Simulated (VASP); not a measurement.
# SnSe (rocksalt type) (Fm-3m) in VASP: notebook

SnSe (rocksalt type) is run at these levels: PBE; tasks: single point.

Program: VASP 6.6.1. These are calculated values, not measurements. Logs are shortened: lines on timing, memory, paths and dates and some standing lists are left out, and cuts for length are marked.

## Step 1: The cell of the first run

Symmetry: Fm-3m, No. 225, cubic system. Conventional cell: a = 4.967 Å, b = 4.967 Å, c = 4.967 Å, α = 90.00°, β = 90.00°, γ = 90.00°. Sn (site symmetry m-3m) has 6 Se at 2.48 Å within 3.3 Å. Se (site symmetry m-3m) has 6 Sn at 2.48 Å within 3.3 Å.

## Step 2: Single point, PBE (15.31 Å³/atom)

File INCAR:

```
PREC = Accurate ; ENCUT = 520
EDIFF = 1E-6 ; ISMEAR = -1
SIGMA = 0.1 ; LREAL = F
LASPH = T ; NELM = 60
ALGO = Normal ; ISIF = 2
LWAVE = F ; LCHARG = T
GGA = PE ; LELF = T
LVHAR = T ; NBANDS = 17
```

File KPOINTS:

```
Automatic mesh
0
Gamma
  14 14 14
```

File POSCAR:

```
SnSe
1.0
    0.0000000000      2.4833200677      2.4833200677
    2.4833200677      0.0000000000      2.4833200677
    2.4833200677      2.4833200677      0.0000000000
Sn Se
1 1
Direct
    0.0000000000      0.0000000000      0.0000000000
    0.5000000000      0.5000000000      0.5000000000
```

Potentials or basis: VASP PAW PBE potentials, release 64 (Sn_d, Se).

The run is started by

```
> cat potpaw_PBE.64/Sn_d/POTCAR potpaw_PBE.64/Se/POTCAR > POTCAR
> mpirun -np 1 vasp_std > vasp.out
```

OUTCAR:

```text
PREC = Accurate
   ENCUT = 520
   EDIFF = 1E-6
   ISMEAR = -1
   LREAL = F
   LASPH = T
   NELM = 60
   ISIF = 2
   GGA = PE

 ion  position               nearest neighbor table
   1  0.000  0.000  0.000-   2 2.48   2 2.48   2 2.48   2 2.48   2 2.48   2 2.48
   2  0.500  0.500  0.500-   1 2.48   1 2.48   1 2.48   1 2.48   1 2.48   1 2.48

  LATTYP: Found a face centered cubic cell.
 ALAT       =     4.9666401354

  Lattice vectors:

 A1 = (   0.0000000000,   2.4833200677,   2.4833200677)
 A2 = (   2.4833200677,   0.0000000000,   2.4833200677)
 A3 = (   2.4833200677,   2.4833200677,   0.0000000000)

Analysis of symmetry for initial positions (statically):
=====================================================================
 Subroutine PRICEL returns:
 Original cell was already a primitive cell.

 Routine SETGRP: Setting up the symmetry group for a
 face centered cubic supercell.

 Subroutine GETGRP returns: Found 48 space group operations
 (whereof 48 operations were pure point group operations)
 out of a pool of 48 trial point group operations.

The static configuration has the point symmetry O_h .

Analysis of symmetry for dynamics (positions and initial velocities):
=====================================================================
 Subroutine PRICEL returns:
 Original cell was already a primitive cell.

 Routine SETGRP: Setting up the symmetry group for a
 face centered cubic supercell.

 Subroutine GETGRP returns: Found 48 space group operations
 (whereof 48 operations were pure point group operations)
 out of a pool of 48 trial point group operations.

The dynamic configuration has the point symmetry O_h .

 Subroutine INISYM returns: Found 48 space group operations
 (whereof 48 operations are pure point group operations),
 and found     1 'primitive' translations

----------------------------------------------------------------------------------------

                                     Primitive cell

  volume of cell :      30.6287

  direct lattice vectors                    reciprocal lattice vectors
     0.000000000  2.483320068  2.483320068    -0.201343357  0.201343357  0.201343357
     2.483320068  0.000000000  2.483320068     0.201343357 -0.201343357  0.201343357
     2.483320068  2.483320068  0.000000000     0.201343357  0.201343357 -0.201343357

[... 73 lines left out ...]
 SYSTEM =  unknown system
   PREC   = accura    normal or accurate (medium, high low for compatibility)
   ISTART =      0    job   : 0-new  1-cont  2-samecut
   ICHARG =      2    charge: 1-file 2-atom 10-const
   ISPIN  =      1    spin polarized calculation?
   LNONCOLLINEAR =      F non collinear calculations
   LSORBIT =      F    spin-orbit coupling
   LASPH  =      T    aspherical Exc in radial PAW
   ENCUT  =  520.0 eV  38.22 Ry    6.18 a.u.   6.53  6.53  6.53*2*pi/ulx,y,z
   NELM   =     60;   NELMIN=  2; NELMDL= -5     # of ELM steps
   EDIFF  = 0.1E-05   stopping-criterion for ELM
   LREAL  =      F    real-space projection
   EDIFFG = 0.1E-04   stopping-criterion for IOM
   NSW    =      0    number of steps for IOM
   IBRION =     -1    ionic relax: 0-MD 1-quasi-New 2-CG
   NFREE  =      0    steps in history (QN), initial steepest desc. (CG)
   ISIF   =      2    stress and relaxation
   ISYM   =      2    0-nonsym 1-usesym 2-fastsym
   POTIM  = 0.5000    time-step for ionic-motion
   TEBEG  =    0.0;   TEEND  =   0.0 temperature during run
   PSTRESS=    0.0 pullay stress
   NELECT =      20.0000    total number of electrons
   NUPDOWN=      -1.0000    fix difference up-down
   EMIN   =  10.00;   EMAX   =-10.00  energy-range for DOS
   EFERMI =   0.00;   METHOD = LEGACY
   ISMEAR =    -1;   SIGMA  =   0.10  broadening in eV -4-tet -1-fermi 0-gaus
   EFERMI_NEDOS =   21; number of points for ismear=-14 and -15
   IALGO  =     38    algorithm
   IMIX   =      4    mixing-type and parameters
     AMIX     =   0.40;   BMIX     =  1.00
     AMIX_MAG =   1.60;   BMIX_MAG =  1.00
  volume/ion in A,a.u.               =      15.31       103.35
  Fermi-wavevector in a.u.,A,eV,Ry     =   1.420285  2.683949 27.445797  2.017209
  Thomas-Fermi vector in A             =   2.541216
   LORBIT       =      0    0 simple, 1 ext, 2 COOP (PROOUT), +10 PAW based schemes
   GGA     = PE    functional components
   LHFCALC =     F    Hartree Fock is set to
   AEXX    =    0.0000 exact exchange contribution
   IVDW    =     0    specifies the selected vdW correction
   LEPSILON=     F    determine dielectric tensor
   LRPA    =     F    only Hartree local field effects (RPA)
 non-spin polarized calculation
  energy-cutoff  :      520.00
  volume of cell :       30.63
 maximum number of plane-waves:       869
 NGX is ok and might be reduce to    28
   NGX = 13   NGY = 13   NGZ = 13

 number of electron      20.0000002 magnetization

 Free energy of the ion-electron system (eV)
  ---------------------------------------------------
  ext. energy  EPLUGINS =         0.00000000
  ---------------------------------------------------
  free energy    TOTEN  =        -3.41593258 eV

  energy without entropy =       -3.39564267  energy(sigma->0) =       -3.40578763

 E-fermi :  14.6346     XC(G=0): -12.4884

 val. band max:       14.6282260907   @ k =   0.5000   0.5000   0.0000
 cond. band min:      14.6540052959   @ k =  -0.4286   0.0714   0.0000
 fundamental gap:      0.0257792052
 Fermi energy:        14.6346373123

 k-point     1 :       0.0000    0.0000    0.0000
  band No.  band energies     occupation
      1      -8.4165      2.00000
      2      -8.4165      2.00000
      3      -8.3681      2.00000
      4      -8.3681      2.00000
      5      -8.3681      2.00000
      6      -5.4111      2.00000
[... 457 lines left out ...]
      4      -8.3127      2.00000
      5      -8.2943      2.00000
      6      -4.1669      2.00000
[... 9 lines left out ...]
     16      23.1141      0.00000
     17      26.8672      0.00000

 [... further k-points ...]
[... 5 lines left out ...]
  --------------------------------------------------------------------------------------
  -------------------------------------------------------------------------------------
  Total       19.9087352     19.9087352     19.9087352      0.0000000     -0.0000000      0.0000000
  in kB     1041.4205986   1041.4205986   1041.4205986      0.0000000     -0.0000000      0.0000000
  external PRESSURE =    1041.4205986 kB  Pullay stress =       0.0000000 kB

 VOLUME and BASIS-vectors are now :
 -----------------------------------------------------------------------------
  energy-cutoff  :      520.00
  volume of cell :       30.63
      direct lattice vectors                 reciprocal lattice vectors
     0.000000000  2.483320068  2.483320068    -0.201343357  0.201343357  0.201343357
     2.483320068  0.000000000  2.483320068     0.201343357 -0.201343357  0.201343357
     2.483320068  2.483320068  0.000000000     0.201343357  0.201343357 -0.201343357

 POSITION                                       TOTAL-FORCE (eV/Angst)
 -----------------------------------------------------------------------------------
      0.00000      0.00000      0.00000         0.000000      0.000000     -0.000000
      2.48332      2.48332      2.48332         0.000000      0.000000      0.000000
 -----------------------------------------------------------------------------------
    total drift:                               -0.000000      0.000000      0.000000

  FREE ENERGIE OF THE ION-ELECTRON SYSTEM (eV)
  ---------------------------------------------------
  free  energy   TOTEN  =        -3.4159325848 eV

  energy  without entropy=       -3.3956426724  energy(sigma->0) =       -3.40578763
```

OSZICAR:

```text
N       E                     dE             d eps       ncg     rms          rms(c)
DAV:   1     0.138898263430E+03    0.13890E+03   -0.99661E+03  3687   0.178E+03
DAV:   2     0.682061160044E+01   -0.13208E+03   -0.12782E+03  3880   0.376E+02
DAV:   3    -0.336769894043E+01   -0.10188E+02   -0.10071E+02  4365   0.894E+01
DAV:   4    -0.355802913120E+01   -0.19033E+00   -0.19000E+00  4216   0.122E+01
DAV:   5    -0.356191252278E+01   -0.38834E-02   -0.38831E-02  4693   0.178E+00    0.983E+00
DAV:   6    -0.345352136295E+01    0.10839E+00   -0.76052E-02  5210   0.271E+00    0.596E+00
DAV:   7    -0.341755613985E+01    0.35965E-01   -0.65003E-02  5389   0.189E+00    0.511E-01
DAV:   8    -0.341589706392E+01    0.16591E-02   -0.78711E-03  5099   0.936E-01    0.133E-01
DAV:   9    -0.341593440919E+01   -0.37345E-04   -0.40368E-04  4402   0.196E-01    0.540E-02
DAV:  10    -0.341593278513E+01    0.16241E-05   -0.26555E-05  5493   0.921E-02    0.167E-02
DAV:  11    -0.341593258484E+01    0.20029E-06   -0.64805E-06  4958   0.314E-02
   1 F= -.34159326E+01 E0= -.34057876E+01  d E =-.202899E-01
```

stdout:

```text
POSCAR found type information on POSCAR SnSe
 POSCAR found :  2 types and       2 ions
 scaLAPACK will be used
 LDA part: xc-table for (Slater+PW92), standard interpolation
 POSCAR, INCAR and KPOINTS ok, starting setup
 FFT: planning ... GRIDC
 FFT: planning ... GRID_SOFT
 FFT: planning ... GRID
 WAVECAR not read
 entering main loop
```

Wall time 29 s (1 thread of AMD EPYC 9R45 (Zen 5), shared host); peak memory 0.17 GiB.

Results:

* Free energy: -3.4159 eV
* Pressure: 104.1 GPa
* Band gap on the k mesh: zero (bands 10 and 11 overlap by 1.14 eV)

Caveat: the cell stands under pressure; spin-orbit coupling is left out, which moves the levels of the heavy elements.

## Step 3: Single point, PBE (15.31 Å³/atom)

File INCAR:

```
SYSTEM = SnSe
ALGO = Normal ; EDIFF = 1E-6
ENCUT = 520 ; GGA = PE
ISIF = 2 ; ISMEAR = -1
LASPH = .True. ; LCHARG = .False.
LREAL = .False. ; LWAVE = .False.
NBANDS = 17 ; NELM = 100
PREC = Accurate ; SIGMA = 0.1
```

File KPOINTS:

```
k-points
0
Gamma
  14 14 14
  0 0 0
```

POSCAR is that of step 2.

Potentials or basis: VASP PAW PBE potentials, release 64 (Sn_d, Se).

The run is started by

```
> cat potpaw_PBE.64/Sn_d/POTCAR potpaw_PBE.64/Se/POTCAR > POTCAR
> mpirun -np 1 vasp_std > vasp.out
```

Wall time 28 s (1 thread of AMD EPYC 9R45 (Zen 5), shared host); peak memory 0.16 GiB.

The run converged. Its results:

```
Free energy            : -3.4159 eV
Pressure               : 104.1 GPa
Band gap on the k mesh : zero (bands 10 and 11 overlap by 1.14 eV)
```

Levels at points of the mesh, in eV from the Fermi level:
```csv
k point,band 8,band 9,band 10,band 11,band 12,band 13
"(0.00, 0.00, 0.00)",-4.70,-4.70,-2.34,4.42,4.42,4.42
"(0.50, 0.00, 0.00)",-4.03,-4.03,-1.24,-0.16,-0.16,3.17
"(0.50, 0.50, 0.00)",-7.65,-7.65,-6.89,-0.01,8.80,8.80
```

Caveat: the cell stands under pressure; spin-orbit coupling is left out, which moves the levels of the heavy elements.

[end of part 1 of 2]

The gap in the log of VASP goes by the Fermi energy; the results here count the filled bands.